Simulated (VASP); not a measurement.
The system is CdS.

```
Cd S
1.0
     4.16884    0.00000    0.00000
    -2.08442    3.61032    0.00000
     0.00000    0.00000    6.77962
Cd S
2 2
Direct
  0.66667 0.33333 0.50022
  0.33333 0.66667 0.00022
  0.66667 0.33333 0.87678
  0.33333 0.66667 0.37678
```

Base run:

- Program: VASP 6.6.1
- Functional: PBE
- Potentials or basis: VASP PAW PBE potentials, release 64 (Cd, S)
- Cutoff: 520 eV
- k mesh: 9 × 9 × 5
- Occupations: fermi-dirac, width 0.01 eV
- Spin: no spin polarisation

Its results: band gap on the k mesh 1.16 eV, direct; pressure 1.5 GPa; largest force 0.003 eV/Å.

Problem. The run is repeated on the same cell with these changes: functional from PBE to r2SCAN. What comes out?

Solution. Band gap on the k mesh 1.61 eV, direct; pressure 0.0 GPa; largest force 0.006 eV/Å.

r2SCAN gives the wider gap, since meta-GGAs in the generalised Kohn-Sham scheme recover part of the derivative discontinuity.

Caveats: the PAW data sets were made with another functional, which shifts forces and pressure a little (some runs).

